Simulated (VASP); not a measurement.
Runs of VASP 6.6.1 on PPt. The structure is that of space group Fm-3m (No. 225), or close to it. The cells are those of the table. 

| task | cell | k mesh for the DOS | occupations for the DOS | gap on the mesh (eV) | pressure (GPa) |
| --- | --- | --- | --- | --- | --- |
| single point | a = 3.548 Å, angles 60.0°, 2 atoms | - | - | none | -6.1 |
| single point | a = 3.486 Å, angles 60.0°, 2 atoms | - | - | none | 4.1 |
| single point | a = 3.532 Å, angles 60.0°, 2 atoms | - | - | none | -3.8 |
| single point | a = 3.509 Å, angles 60.0°, 2 atoms | - | - | none | (b) |
| single point | a = 3.425 Å, angles 60.0°, 2 atoms | - | - | none | (a) |
| single point | a = 3.462 Å, angles 60.0°, 2 atoms | - | - | none | 8.7 |
| single point | a = 3.555 Å, angles 60.0°, 2 atoms | - | - | none | -7.1 |

Alike in all rows: level PBEsol; potentials or basis VASP PAW PBE potentials, release 64 (Pt, P); no spin polarisation; k mesh 12 × 12 × 12; cutoff (eV) 520; smearing gaussian 0.05 eV.

Q: Estimate the missing entries.

A: (a) 16.8; (b) -0.1.

Caveats: the PAW data sets were made with another functional, which shifts forces and pressure a little; spin-orbit coupling is left out, which moves the levels of the heavy elements.

A k mesh can miss the band edges, and the runs leave out spin-orbit coupling on Pt.

A gap of «none» marks levels without a gap at the run's occupations.
